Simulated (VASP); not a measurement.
# TiO2 (P4_2/mnm) in VASP: a series of runs

TiO2 is run at these levels: PBE; tasks: single point.

Program: VASP 6.6.1. These are calculated values, not measurements. Logs are shortened: lines on timing, memory, paths and dates and some standing lists are left out, and cuts for length are marked.

**1. The cell of the first run**

The structure is tetragonal, space group P4_2/mnm (No. 136). Conventional cell: a = 4.662 Å, b = 4.662 Å, c = 3.098 Å, α = 90.00°, β = 90.00°, γ = 90.00°. Ti (site symmetry mmm) has 6 O at 2.01 Å within 2.7 Å. Within 2.7 Å of O (site symmetry m2m) lie 3 Ti at 2.01 Å and 1 O at 2.57 Å.

**2. Single point, PBE (volume 11.219 Å^3 an atom, c/a of the conventional cell 0.6645)**

Contents of INCAR:

```
SYSTEM = TiO2
PREC = Accurate ; ENCUT = 520
EDIFF = 1E-6 ; ISMEAR = 0
SIGMA = 0.05 ; LREAL = .FALSE.
LASPH = .TRUE. ; NELM = 60
ALGO = Normal ; ISIF = 2
LWAVE = .FALSE. ; LCHARG = .FALSE.
GGA = PE ; NBANDS = 33
```

Contents of KPOINTS:

```
regular mesh
0
G
  8 8 10
  0 0 0
```

Contents of POSCAR:

```
TiO2
1.0
    4.6616193132      0.0000000000      0.0000000000
    0.0000000000      4.6616193132      0.0000000000
    0.0000000000      0.0000000000      3.0976460336
Ti O
2 4
Direct
    0.0000000000      0.0000000000      0.0000000000
    0.5000000000      0.5000000000      0.5000000000
    0.3050970583      0.3050970583      0.0000000000
    0.1949029417      0.8050970583      0.5000000000
    0.6949029417      0.6949029417      0.0000000000
    0.8050970583      0.1949029417      0.5000000000
```

Potentials or basis: VASP PAW PBE potentials, release 64 (Ti_sv, O).

Run with:

```sh
> cat potpaw_PBE.64/Ti_sv/POTCAR potpaw_PBE.64/O/POTCAR > POTCAR
> mpirun -np 1 vasp_std > vasp.out
```

OUTCAR:

```text
SYSTEM = TiO2
   PREC = Accurate
   ENCUT = 520
   EDIFF = 1E-6
   ISMEAR = 0
   LREAL = .FALSE.
   LASPH = .TRUE.
   NELM = 60
   ISIF = 2
   GGA = PE

 ion  position               nearest neighbor table
   1  0.000  0.000  0.000-   3 2.01   5 2.01   4 2.01   6 2.01   4 2.01   6 2.01
   2  0.500  0.500  0.500-   4 2.01   6 2.01   5 2.01   3 2.01   3 2.01   5 2.01
   3  0.305  0.305  0.000-   1 2.01   2 2.01   2 2.01
   4  0.195  0.805  0.500-   2 2.01   1 2.01   1 2.01
   5  0.695  0.695  0.000-   1 2.01   2 2.01   2 2.01
   6  0.805  0.195  0.500-   2 2.01   1 2.01   1 2.01

  LATTYP: Found a simple tetragonal cell.
 ALAT       =     4.6616193132
 C/A-ratio  =     0.6645000000

  Lattice vectors:

 A1 = (   4.6616193132,   0.0000000000,   0.0000000000)
 A2 = (   0.0000000000,   4.6616193132,   0.0000000000)
 A3 = (   0.0000000000,   0.0000000000,   3.0976460336)

Analysis of symmetry for initial positions (statically):
=====================================================================
 Subroutine PRICEL returns:
 Original cell was already a primitive cell.

 Routine SETGRP: Setting up the symmetry group for a
 simple tetragonal supercell.

 Subroutine GETGRP returns: Found 16 space group operations
 (whereof  8 operations were pure point group operations)
 out of a pool of 16 trial point group operations.

The static configuration has the point symmetry D_2h.
 The point group associated with its full space group is D_4h.

Analysis of symmetry for dynamics (positions and initial velocities):
=====================================================================
 Subroutine PRICEL returns:
 Original cell was already a primitive cell.

 Routine SETGRP: Setting up the symmetry group for a
 simple tetragonal supercell.

 Subroutine GETGRP returns: Found 16 space group operations
 (whereof  8 operations were pure point group operations)
 out of a pool of 16 trial point group operations.

The dynamic configuration has the point symmetry D_2h.
 The point group associated with its full space group is D_4h.

 Subroutine INISYM returns: Found 16 space group operations
 (whereof  8 operations are pure point group operations),
 and found     1 'primitive' translations

----------------------------------------------------------------------------------------

                                     Primitive cell

  volume of cell :      67.3140

  direct lattice vectors                    reciprocal lattice vectors
     4.661619313  0.000000000  0.000000000     0.214517731  0.000000000  0.000000000
     0.000000000  4.661619313  0.000000000     0.000000000  0.214517731  0.000000000
     0.000000000  0.000000000  3.097646034     0.000000000  0.000000000  0.322825781

  length of vectors
     4.661619313  4.661619313  3.097646034     0.214517731  0.214517731  0.322825781

  position of ions in fractional coordinates (direct lattice)
     0.000000000  0.000000000  0.000000000
     0.500000000  0.500000000  0.500000000
     0.305097058  0.305097058  0.000000000
     0.194902942  0.805097058  0.500000000
     0.694902942  0.694902942  0.000000000
     0.805097058  0.194902942  0.500000000

  ion indices of the primitive-cell ions
   primitive index   ion index
                 1           1
                 2           2
                 3           3
                 4           4
                 5           5
                 6           6

----------------------------------------------------------------------------------------

 KPOINTS: regular mesh

Automatic generation of k-mesh.
 Grid dimensions read from file:
 generate k-points for:    8    8   10

 Generating k-lattice:

  Cartesian coordinates                     Fractional coordinates (reciprocal lattice)
     0.026814716  0.000000000  0.000000000     0.125000000  0.000000000  0.000000000
     0.000000000  0.026814716  0.000000000     0.000000000  0.125000000  0.000000000
     0.000000000  0.000000000  0.032282578     0.000000000  0.000000000  0.100000000

  Length of vectors
     0.026814716  0.026814716  0.032282578

  Shift w.r.t. Gamma in fractional coordinates (k-lattice)
     0.000000000  0.000000000  0.000000000

 Subroutine IBZKPT returns following result:
 ===========================================

 Found     90 irreducible k-points:

 Following reciprocal coordinates:
            Coordinates               Weight
  0.000000  0.000000  0.000000      1.000000
  0.125000  0.000000  0.000000      4.000000
  0.250000  0.000000  0.000000      4.000000
  0.375000  0.000000  0.000000      4.000000
  0.500000  0.000000  0.000000      2.000000
  0.125000  0.125000  0.000000      4.000000
[... 16 lines left out ...]
  0.375000  0.125000  0.100000     16.000000
  0.500000  0.125000  0.100000      8.000000
 [... further k-points ...]
   k-points           NKPTS =     90   k-points in BZ     NKDIM =     90   number of bands    NBANDS=     33
   number of dos      NEDOS =    301   number of ions     NIONS =      6
   total plane-waves  NPLWV =  31104
   dimension x,y,z NGX =    36 NGY =   36 NGZ =   24
   dimension x,y,z NGXF=    72 NGYF=   72 NGZF=   48
   ions per type =               2   4
   NGX,Y,Z   is equivalent  to a cutoff of  12.84, 12.84, 12.88 a.u.
   NGXF,Y,Z  is equivalent  to a cutoff of  25.68, 25.68, 25.76 a.u.
 SYSTEM =  TiO2
   PREC   = accura    normal or accurate (medium, high low for compatibility)
   ISTART =      0    job   : 0-new  1-cont  2-samecut
   ICHARG =      2    charge: 1-file 2-atom 10-const
   ISPIN  =      1    spin polarized calculation?
   LNONCOLLINEAR =      F non collinear calculations
   LSORBIT =      F    spin-orbit coupling
   LASPH  =      T    aspherical Exc in radial PAW
   ENCUT  =  520.0 eV  38.22 Ry    6.18 a.u.   8.67  8.67  5.76*2*pi/ulx,y,z
   NELM   =     60;   NELMIN=  2; NELMDL= -5     # of ELM steps
   EDIFF  = 0.1E-05   stopping-criterion for ELM
   LREAL  =      F    real-space projection
   EDIFFG = 0.1E-04   stopping-criterion for IOM
   NSW    =      0    number of steps for IOM
   IBRION =     -1    ionic relax: 0-MD 1-quasi-New 2-CG
   NFREE  =      0    steps in history (QN), initial steepest desc. (CG)
   ISIF   =      2    stress and relaxation
   ISYM   =      2    0-nonsym 1-usesym 2-fastsym
   POTIM  = 0.5000    time-step for ionic-motion
   TEBEG  =    0.0;   TEEND  =   0.0 temperature during run
   PSTRESS=    0.0 pullay stress
   NELECT =      48.0000    total number of electrons
   NUPDOWN=      -1.0000    fix difference up-down
   EMIN   =  10.00;   EMAX   =-10.00  energy-range for DOS
   EFERMI =   0.00;   METHOD = LEGACY
   ISMEAR =     0;   SIGMA  =   0.05  broadening in eV -4-tet -1-fermi 0-gaus
   EFERMI_NEDOS =   21; number of points for ismear=-14 and -15
   IALGO  =     38    algorithm
   IMIX   =      4    mixing-type and parameters
     AMIX     =   0.40;   BMIX     =  1.00
     AMIX_MAG =   1.60;   BMIX_MAG =  1.00
  volume/ion in A,a.u.               =      11.22        75.71
  Fermi-wavevector in a.u.,A,eV,Ry     =   1.462582  2.763878 29.104834  2.139145
  Thomas-Fermi vector in A             =   2.578778
   LORBIT       =      0    0 simple, 1 ext, 2 COOP (PROOUT), +10 PAW based schemes
   GGA     = PE    functional components
   LHFCALC =     F    Hartree Fock is set to
   AEXX    =    0.0000 exact exchange contribution
   IVDW    =     0    specifies the selected vdW correction
   LEPSILON=     F    determine dielectric tensor
   LRPA    =     F    only Hartree local field effects (RPA)
 non-spin polarized calculation
 Gauss-broadening in eV      SIGMA  =   0.05
  energy-cutoff  :      520.00
  volume of cell :       67.31
 maximum number of plane-waves:      1847
 NGX is ok and might be reduce to    36
   NGX = 17   NGY = 17   NGZ = 11

 number of electron      48.0000022 magnetization

 Free energy of the ion-electron system (eV)
  ---------------------------------------------------
  ext. energy  EPLUGINS =         0.00000000
  ---------------------------------------------------
  free energy    TOTEN  =       -53.49720642 eV

  energy without entropy =      -53.49720642  energy(sigma->0) =      -53.49720642

 E-fermi :   4.5541     XC(G=0): -11.0266

 val. band max:        4.1838711806   @ k =   0.0000   0.0000   0.0000
 cond. band min:       5.8263970950   @ k =   0.0000   0.0000   0.0000
 fundamental gap:      1.6425259144
 Fermi energy:         4.5540936928

 k-point     1 :       0.0000    0.0000    0.0000
  band No.  band energies     occupation
      1     -53.0920      2.00000
      2     -53.0801      2.00000
      3     -29.3353      2.00000
      4     -29.3353      2.00000
      5     -29.2084      2.00000
      6     -29.2084      2.00000
[... 25 lines left out ...]
     32      10.0010      0.00000
     33      10.0010      0.00000

 k-point     2 :       0.1250    0.0000    0.0000
  band No.  band energies     occupation
      1     -53.0916      2.00000
      2     -53.0805      2.00000
      3     -29.3319      2.00000
      4     -29.3316      2.00000
      5     -29.2124      2.00000
      6     -29.2121      2.00000
[... 25 lines left out ...]
     32       9.9497      0.00000
     33       9.9621      0.00000

 k-point     3 :       0.2500    0.0000    0.0000
  band No.  band energies     occupation
      1     -53.0903      2.00000
      2     -53.0818      2.00000
      3     -29.3227      2.00000
      4     -29.3217      2.00000
      5     -29.2233      2.00000
      6     -29.2222      2.00000
[... 25 lines left out ...]
     32       9.8249      0.00000
     33       9.8596      0.00000

 k-point     4 :       0.3750    0.0000    0.0000
  band No.  band energies     occupation
      1     -53.0883      2.00000
      2     -53.0837      2.00000
      3     -29.3106      2.00000
      4     -29.3094      2.00000
      5     -29.2365      2.00000
      6     -29.2352      2.00000
[... 673 lines left out ...]
     32       9.4845      0.00000
     33       9.7985      0.00000

 k-point    23 :       0.3750    0.1250    0.1000
  band No.  band energies     occupation
      1     -53.0859      2.00000
      2     -53.0819      2.00000
      3     -29.3183      2.00000
      4     -29.2979      2.00000
      5     -29.2474      2.00000
      6     -29.2263      2.00000
[... 25 lines left out ...]
     32       9.4130      0.00000
     33       9.6931      0.00000

 k-point    24 :       0.5000    0.1250    0.1000
  band No.  band energies     occupation
      1     -53.0839      2.00000
      2     -53.0839      2.00000
      3     -29.3062      2.00000
      4     -29.3062      2.00000
      5     -29.2392      2.00000
      6     -29.2392      2.00000
[... 25 lines left out ...]
     32       9.3567      0.00000
     33       9.7758      0.00000

 [... further k-points ...]
[... 5 lines left out ...]
  --------------------------------------------------------------------------------------
  -------------------------------------------------------------------------------------
  Total       -3.1439967     -3.1439967     -7.8526448     -0.0000000      0.0000000      0.0000000
  in kB      -74.8319847    -74.8319847   -186.9050926     -0.0000000      0.0000000      0.0000000
  external PRESSURE =    -112.1896873 kB  Pullay stress =       0.0000000 kB

 VOLUME and BASIS-vectors are now :
 -----------------------------------------------------------------------------
  energy-cutoff  :      520.00
  volume of cell :       67.31
      direct lattice vectors                 reciprocal lattice vectors
     4.661619313  0.000000000  0.000000000     0.214517731  0.000000000  0.000000000
     0.000000000  4.661619313  0.000000000     0.000000000  0.214517731  0.000000000
     0.000000000  0.000000000  3.097646034     0.000000000  0.000000000  0.322825781

 POSITION                                       TOTAL-FORCE (eV/Angst)
 -----------------------------------------------------------------------------------
      0.00000      0.00000      0.00000         0.000000      0.000000     -0.000000
      2.33081      2.33081      1.54882         0.000000      0.000000     -0.000000
      1.42225      1.42225      0.00000         0.099392      0.099392      0.000000
      0.90856      3.75306      1.54882        -0.099392      0.099392      0.000000
      3.23937      3.23937      0.00000        -0.099392     -0.099392     -0.000000
      3.75306      0.90856      1.54882         0.099392     -0.099392     -0.000000
 -----------------------------------------------------------------------------------
    total drift:                               -0.000000      0.000000     -0.000000

  FREE ENERGIE OF THE ION-ELECTRON SYSTEM (eV)
  ---------------------------------------------------
  free  energy   TOTEN  =       -53.4972064184 eV

  energy  without entropy=      -53.4972064184  energy(sigma->0) =      -53.49720642
```

It took 1.9 min on 1 thread of Intel Xeon 6975P-C (Granite Rapids), shared host; peak memory 0.28 GiB.

What came out:

```yaml
Free_energy: -53.4972 eV
Pressure: -11.2 GPa
Largest_force: 0.141 eV/Å
Band_gap_on_the_k_mesh: 1.64 eV, direct
```

Forces in eV/Å, atoms in the order of the input:
```
Ti   0.000  0.000  0.000
Ti   0.000  0.000  0.000
O    0.099  0.099  0.000
O   -0.099  0.099  0.000
O   -0.099 -0.099  0.000
O    0.099 -0.099  0.000
```

(Part 1 of 3 ends here.)
